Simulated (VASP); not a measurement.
# LiHfH5 (Cm) in VASP: single point with PBEsol

Aim: the single point of LiHfH5 with PBEsol.

Program: VASP 6.6.1. These are calculated values, not measurements. Logs are shortened: lines on timing, memory, paths and dates and some standing lists are left out, and cuts for length are marked.

## (1) The cell of the first run

The typed cell holds 7 atoms: a = 3.318 Å, b = 3.318 Å, c = 4.670 Å, α = 90.00°, β = 90.00°, γ = 89.99°.

## (2) Single point, PBEsol

Input file INCAR:

```
SYSTEM = LiHfH5
ALGO     = Normal         ! electronic algorithm
EDIFF    = 1E-6           ! SCF threshold, eV
ENCUT    = 520            ! plane-wave cutoff, eV
GGA      = PS             ! functional
ISIF     = 2              ! what is computed and relaxed
ISMEAR   = -1             ! smearing method
LASPH    = .TRUE.         ! aspherical terms in the spheres
LCHARG   = .TRUE.         ! write CHGCAR
LELF     = .TRUE.         ! ELF
LREAL    = .FALSE.        ! projectors in reciprocal space
LVHAR    = .TRUE.       
LWAVE    = .FALSE.        ! write WAVECAR
NBANDS   = 18             ! bands
NELM     = 80             ! most SCF steps
PREC     = Accurate       ! precision mode
SIGMA    = 0.05           ! smearing width, eV
```

Input file KPOINTS:

```
k-points
0
G
  6 6 4
  0 0 0
```

Input file POSCAR:

```
LiHfH5
1.0
    3.3179636596      0.0003186092      0.0008995203
    0.0003138650      3.3179063629     -0.0020116043
   -0.0010716574      0.0024671970      4.6697503650
Li Hf H
1 1 5
Direct
    0.4928272672      0.4888045339     -0.0016129254
   -0.0070839528     -0.0112815008      0.4882738744
   -0.0070946327      0.4886985372      0.2625648863
   -0.0071140804      0.4887336480      0.7333642620
    0.4929350781     -0.0112238851      0.2625666940
    0.4929082033     -0.0113098664      0.7333637545
   -0.0070352237     -0.0112959422      0.0715175660
```

Potentials or basis: VASP PAW PBE potentials, release 64 (Li_sv, Hf_pv, H).

Started as:

```console
$ cat potpaw_PBE.64/Li_sv/POTCAR potpaw_PBE.64/Hf_pv/POTCAR potpaw_PBE.64/H/POTCAR > POTCAR
$ mpirun -np 1 vasp_std > vasp.out
```

OUTCAR:

```text
SYSTEM = LiHfH5
   EDIFF = 1E-6
   ENCUT = 520
   GGA = PS
   ISIF = 2
   ISMEAR = -1
   LASPH = .TRUE.
   LREAL = .FALSE.
   NELM = 80
   PREC = Accurate

 ion  position               nearest neighbor table
   1  0.493  0.489  0.998-
   2  0.993  0.989  0.488-   7 1.95   3 1.97   5 1.97   3 1.97   5 1.97   4 2.02   6 2.02   4 2.02
                             6 2.02
   3  0.993  0.489  0.263-   2 1.97   2 1.97
   4  0.993  0.489  0.733-   2 2.02   2 2.02
   5  0.493  0.989  0.263-   2 1.97   2 1.97
   6  0.493  0.989  0.733-   2 2.02   2 2.02
   7  0.993  0.989  0.072-   2 1.95

  LATTYP: Found a base centered monoclinic cell.
 ALAT       =    16.8928186355
 B/A-ratio  =     0.2777935496
 C/A-ratio  =     0.3918783878
 COS(beta)  =    -0.9806197946

  Lattice vectors:

 A1 = (  -3.3162642722,   6.6330269196,  -4.6746730939)
 A2 = (  -6.6345417968,   3.3148019475,  -4.6735610099)
 A3 = (   3.3165781372,  -3.3151205567,   4.6726614896)

Analysis of symmetry for initial positions (statically):
=====================================================================
 Subroutine PRICEL returns:
 Original cell was already a primitive cell.

 Routine SETGRP: Setting up the symmetry group for a
 base centered monoclinic supercell.

 Subroutine GETGRP returns: Found  1 space group operations
 (whereof  1 operations were pure point group operations)
 out of a pool of  4 trial point group operations.

The static configuration has the point symmetry C_1 .

Analysis of symmetry for dynamics (positions and initial velocities):
=====================================================================
 Subroutine PRICEL returns:
 Original cell was already a primitive cell.

 Routine SETGRP: Setting up the symmetry group for a
 base centered monoclinic supercell.

 Subroutine GETGRP returns: Found  1 space group operations
 (whereof  1 operations were pure point group operations)
 out of a pool of  4 trial point group operations.

The dynamic configuration has the point symmetry C_1 .

[... 104 lines left out ...]
   LSORBIT =      F    spin-orbit coupling
   LASPH  =      T    aspherical Exc in radial PAW
   ENCUT  =  520.0 eV  38.22 Ry    6.18 a.u.   6.17  6.17  8.68*2*pi/ulx,y,z
   NELM   =     80;   NELMIN=  2; NELMDL= -5     # of ELM steps
   EDIFF  = 0.1E-05   stopping-criterion for ELM
   LREAL  =      F    real-space projection
   EDIFFG = 0.1E-04   stopping-criterion for IOM
   NSW    =      0    number of steps for IOM
   IBRION =     -1    ionic relax: 0-MD 1-quasi-New 2-CG
   NFREE  =      0    steps in history (QN), initial steepest desc. (CG)
   ISIF   =      2    stress and relaxation
   ISYM   =      2    0-nonsym 1-usesym 2-fastsym
   POTIM  = 0.5000    time-step for ionic-motion
   TEBEG  =    0.0;   TEEND  =   0.0 temperature during run
   PSTRESS=    0.0 pullay stress
   NELECT =      18.0000    total number of electrons
   NUPDOWN=      -1.0000    fix difference up-down
   EMIN   =  10.00;   EMAX   =-10.00  energy-range for DOS
   EFERMI =   0.00;   METHOD = LEGACY
   ISMEAR =    -1;   SIGMA  =   0.05  broadening in eV -4-tet -1-fermi 0-gaus
   EFERMI_NEDOS =   21; number of points for ismear=-14 and -15
   IALGO  =     38    algorithm
   IMIX   =      4    mixing-type and parameters
     AMIX     =   0.40;   BMIX     =  1.00
     AMIX_MAG =   1.60;   BMIX_MAG =  1.00
  volume/ion in A,a.u.               =       7.34        49.56
  Fermi-wavevector in a.u.,A,eV,Ry     =   1.153867  2.180493 18.114924  1.331409
  Thomas-Fermi vector in A             =   2.290508
   LORBIT       =      0    0 simple, 1 ext, 2 COOP (PROOUT), +10 PAW based schemes
   GGA     = PS    functional components
   LHFCALC =     F    Hartree Fock is set to
   AEXX    =    0.0000 exact exchange contribution
   IVDW    =     0    specifies the selected vdW correction
   LEPSILON=     F    determine dielectric tensor
   LRPA    =     F    only Hartree local field effects (RPA)
 non-spin polarized calculation
  energy-cutoff  :      520.00
  volume of cell :       51.41
 maximum number of plane-waves:      1404
 NGX is ok and might be reduce to    28
   NGX = 13   NGY = 13   NGZ = 17

 number of electron      18.0000003 magnetization

 Free energy of the ion-electron system (eV)
  ---------------------------------------------------
  ext. energy  EPLUGINS =         0.00000000
  ---------------------------------------------------
  free energy    TOTEN  =       -31.10487029 eV

  energy without entropy =      -31.10100725  energy(sigma->0) =      -31.10293877

 E-fermi :   2.0346     XC(G=0): -10.1993

 val. band max:        1.9221326029   @ k =  -0.1667   0.0000   0.2500
 cond. band min:       2.2231083151   @ k =   0.0000   0.0000   0.5000
 fundamental gap:      0.3009757122
 Fermi energy:         2.0346188112

 k-point     1 :       0.0000    0.0000    0.0000
  band No.  band energies     occupation
      1     -42.5348      2.00000
      2     -27.7582      2.00000
      3     -27.6816      2.00000
      4     -27.6814      2.00000
      5      -7.0052      2.00000
      6      -2.0945      2.00000
[... 481 lines left out ...]
      5      -5.2732      2.00000
      6      -2.6742      2.00000
[... 10 lines left out ...]
     17      11.7891      0.00000
     18      12.7550      0.00000

 [... further k-points ...]

------------------------ aborting loop because EDIFF is reached ----------------------------------------

  FORCE on cell =-STRESS in cart. coord.  units (eV):
  Direction    XX          YY          ZZ          XY          YZ          ZX
  --------------------------------------------------------------------------------------
  -------------------------------------------------------------------------------------
  Total       -0.0957905     -0.0947061     -0.0885465     -0.0017339      0.0014288     -0.0001570
  in kB       -2.9854056     -2.9516093     -2.7596410     -0.0540375      0.0445310     -0.0048926
  external PRESSURE =      -2.8988853 kB  Pullay stress =       0.0000000 kB

 VOLUME and BASIS-vectors are now :
 -----------------------------------------------------------------------------
  energy-cutoff  :      520.00
  volume of cell :       51.41
      direct lattice vectors                 reciprocal lattice vectors
     3.317963660  0.000318609  0.000899520     0.301389662 -0.000028469  0.000069181
     0.000313865  3.317906363 -0.002011604    -0.000028898  0.301394789 -0.000159244
    -0.001071657  0.002467197  4.669750365    -0.000058068  0.000129838  0.214144127

 POSITION                                       TOTAL-FORCE (eV/Angst)
 -----------------------------------------------------------------------------------
      1.63427      1.62443      4.66168         0.000277     -0.000289      0.001043
      3.29425      3.28200      2.27902         0.000102      0.000263      0.020559
      3.29430      1.62242      1.22602         0.000004     -0.000051      0.004687
      3.29373      1.62370      3.42454         0.000055      0.000079     -0.008280
      1.63557      3.28147      1.22458        -0.000116     -0.000193      0.004753
      1.63498      3.28235      3.42308        -0.000090      0.000278     -0.008356
      3.29485      3.28092      0.33287        -0.000232     -0.000086     -0.014406
 -----------------------------------------------------------------------------------
    total drift:                               -0.000203      0.000250     -0.000023

  FREE ENERGIE OF THE ION-ELECTRON SYSTEM (eV)
  ---------------------------------------------------
  free  energy   TOTEN  =       -31.1048702928 eV

  energy  without entropy=      -31.1010072452  energy(sigma->0) =      -31.10293877
```

stdout:

```text
POSCAR found type information on POSCAR LiHfH
 POSCAR found :  3 types and       7 ions
 scaLAPACK will be used
 -----------------------------------------------------------------------------
|                                                                             |
|                                                                             |
|     You enforced a specific xc type in the INCAR file but a different       |
|     I HOPE YOU KNOW WHAT YOU ARE DOING!                                     |
|                                                                             |
 -----------------------------------------------------------------------------

 LDA part: xc-table for (Slater+PW92), standard interpolation
 POSCAR, INCAR and KPOINTS ok, starting setup
 FFT: planning ... GRIDC
 FFT: planning ... GRID_SOFT
 FFT: planning ... GRID
 WAVECAR not read
 entering main loop
```

Wall time 50 s (1 thread of Intel Xeon Platinum 8259CL at 2.50GHz (Skylake/Cascade Lake), shared host); peak memory 0.22 GiB.

Results:

| Property | Result |
| --- | --- |
| Free energy | -31.1049 eV |
| Largest force | 0.021 eV/Å |
| Band gap on the k mesh | zero (bands 9 and 10 overlap by 3.17 eV) |

Forces in eV/Å, atoms in the order of the input:
```
Li   0.000  0.000  0.001
Hf   0.000  0.000  0.021
H    0.000  0.000  0.005
H    0.000  0.000 -0.008
H    0.000  0.000  0.005
H    0.000  0.000 -0.008
H    0.000  0.000 -0.014
```

Caveat: the cutoff is under 1.25 times the usual one of these potentials, so pressure, stress and relaxed cells hold a basis-set (Pulay) error; the PAW data sets were made with another functional, which shifts forces and pressure a little; spin-orbit coupling is left out, which moves the levels of the heavy elements.
